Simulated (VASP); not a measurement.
Wanted: the native input for a VASP 6.6.1 run.

```
Task                   : single point
Functional             : PBE
Potentials or basis    : VASP PAW PBE potentials, release 64 (Li_sv, Nb_sv, O)
Cutoff                 : 520 eV
k mesh                 : 6 × 6 × 6
Occupations            : gaussian, width 0.05 eV
Spin                   : no spin polarisation
Dipole correction      : no
Further INCAR settings : ALGO = Normal; EDIFF = 1e-07; NBANDS = 45
```

The structure of LiNbO3 lies in POSCAR:

```
LiNbO3
1.0
    2.6115267350      1.5077656635      4.6751000000
   -2.6115267350      1.5077656635      4.6751000000
    0.0000000000     -3.0155313268      4.6751000000
Li Nb O
2 2 6
Direct
    0.2500000000      0.2500000000      0.2500000000
    0.7500000000      0.7500000000      0.7500000000
    0.0000000000      0.0000000000      0.0000000000
    0.5000000000      0.5000000000      0.5000000000
    0.1303353734      0.3696646266      0.7500000000
    0.7500000000      0.1303353734      0.3696646266
    0.3696646266      0.7500000000      0.1303353734
    0.8696646266      0.6303353734      0.2500000000
    0.2500000000      0.8696646266      0.6303353734
    0.6303353734      0.2500000000      0.8696646266
```

The input as run:

INCAR

```
PREC = Accurate
ENCUT = 520
EDIFF = 1E-7
ISMEAR = 0
SIGMA = 0.05
LREAL = F
LASPH = T
NELM = 80
ALGO = Normal
ISIF = 2
LWAVE = F
LCHARG = F
GGA = PE
NBANDS = 45
```

KPOINTS

```
Automatic mesh
0
Gamma
  6 6 6
```

Potentials or basis: VASP PAW PBE potentials, release 64 (Li_sv, Nb_sv, O).

Launch:

```sh
$ cat potpaw_PBE.64/Li_sv/POTCAR potpaw_PBE.64/Nb_sv/POTCAR potpaw_PBE.64/O/POTCAR > POTCAR
$ mpirun -np 1 vasp_std > vasp.out
```

It gave:

* Largest force: 0.113 eV/Å
* Band gap on the k mesh: 2.42 eV (least direct gap 2.58 eV)

Run time: 3.2 min on 1 thread of Intel(R) Xeon(R) Platinum 8488C (Sapphire Rapids), on a shared host, peak memory 0.32 GiB.
